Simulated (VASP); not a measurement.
Wanted: the native input for a VASP 6.6.1 run.

```yaml
Task: single point
Functional: PBE0
Potentials_or_basis: VASP PAW PBE potentials, release 64 (C)
Cutoff: 520 eV
k_mesh: 8 × 8 × 4
Occupations: fermi-dirac, width 0.05 eV
Spin: no spin polarisation
Dipole_correction: no
Grid_for_exact_exchange_PRECFOCK: Normal
Further_INCAR_settings: ALGO = Normal; EDIFF = 1e-06; NBANDS = 11
```

Crystal: C.

```
CELL_PARAMETERS angstrom
2.12732 -1.22828 0.00000
2.12732 1.22828 0.00000
-1.37907 0.00000 3.50283
ATOMIC_POSITIONS crystal
C 0.16664 0.16664 0.99991
C 0.83336 0.83336 0.00009
```

The input as run:

POSCAR

```
C
1.0
    2.1273203072     -1.2282824400      0.0000000000
    2.1273203072      1.2282824400      0.0000000000
   -1.3790696309      0.0000000000      3.5028300786
C
2
Direct
    0.1666444700      0.1666444700      0.9999069600
    0.8333555300      0.8333555300      0.0000930400
```

INCAR.step1

```
SYSTEM = C
ALGO = Normal
EDIFF = 1E-5
ENCUT = 520
GGA = PE
ISIF = 2
ISMEAR = -1
LASPH = .True.
LCHARG = .False.
LREAL = .False.
LWAVE = .True.
NBANDS = 11
NELM = 80
PREC = Accurate
SIGMA = 0.05
```

INCAR.step2

```
SYSTEM = C
AEXX = 0.25
ALGO = Normal
EDIFF = 1E-6
ENCUT = 520
GGA = PE
ISIF = 2
ISMEAR = -1
ISTART = 1
LASPH = .True.
LCHARG = .False.
LHFCALC = .True.
LREAL = .False.
LWAVE = .False.
NBANDS = 11
NELM = 80
PREC = Accurate
PRECFOCK = Normal
SIGMA = 0.05
```

KPOINTS

```
k-points
0
Gamma
  8 8 4
  0 0 0
```

Potentials or basis: VASP PAW PBE potentials, release 64 (C).

The run is started by

```sh
$ cat potpaw_PBE.64/C/POTCAR > POTCAR
$ cp INCAR.step1 INCAR
$ mpirun -np 1 vasp_std > vasp.out
$ cp INCAR.step2 INCAR
$ mpirun -np 1 vasp_std > vasp.out
```

It gave:

The pressure is -1.5 GPa and the largest force is 0.009 eV/Å. The band gap on the k mesh is 2.69 eV, direct.

Caveat: the k points lie up to 0.45 Å⁻¹ apart; the PAW data sets were made with another functional, which shifts forces and pressure a little; this functional lacks dispersion, which binds the layers, so the pressure and a relaxed spacing across them are unreliable.

Wall time 15 min on 1 thread of Intel(R) Xeon(R) Platinum 8559C (Emerald Rapids), with other jobs on the host, peak memory 0.14 GiB.
